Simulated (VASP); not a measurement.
A run of VASP 6.6.1:

File INCAR:

```
SYSTEM = TiNb3Al2C2
  ALGO = Normal
  EDIFF = 1E-6
  ENCUT = 520
  GGA = PS
  ISIF = 2
  ISMEAR = -1
  LASPH = .True.
  LCHARG = .False.
  LREAL = .False.
  LWAVE = .False.
  NBANDS = 42
  NELM = 100
  PREC = Accurate
  SIGMA = 0.1
```

KPOINTS

```
k-points
0
Gamma
  11 11 2
  0 0 0
```

POSCAR

```
TiNb3Al2C2
1.0
    3.1181080000      0.0000000000      0.0000000000
   -1.5590540000      2.7003610000      0.0000000000
    0.0000000000      0.0000000000     13.8607450000
Ti Al Nb C
1 2 3 2
Direct
    0.0000000000      0.0000000000      0.4148100000
    0.0000000000      0.0000000000      0.7497510000
    0.6666666667      0.3333333333      0.2515630000
    0.6666666667      0.3333333333      0.5878910000
    0.6666666667      0.3333333333      0.9105120000
    0.0000000000      0.0000000000      0.0896600000
    0.3333333333      0.6666666667      0.4956620000
    0.3333333333      0.6666666667      0.0001520000
```

Potentials or basis: VASP PAW PBE potentials, release 64 (Ti_sv, Al, Nb_sv, C).

Command:

```console
$ cat potpaw_PBE.64/Ti_sv/POTCAR potpaw_PBE.64/Al/POTCAR potpaw_PBE.64/Nb_sv/POTCAR potpaw_PBE.64/C/POTCAR > POTCAR
$ mpirun -np 1 vasp_std > vasp.out
```

Hardware: 1 thread of Intel(R) Xeon(R) Platinum 8259CL CPU @ 2.50GHz (Skylake/Cascade Lake), on a shared host.

Task: How long does it take, and how much memory?

Result: It took 3.1 min on 1 thread of Intel(R) Xeon(R) Platinum 8259CL CPU @ 2.50GHz (Skylake/Cascade Lake), on a shared host, peak memory 0.32 GiB. Counts: scf iterations 17, k points 32.
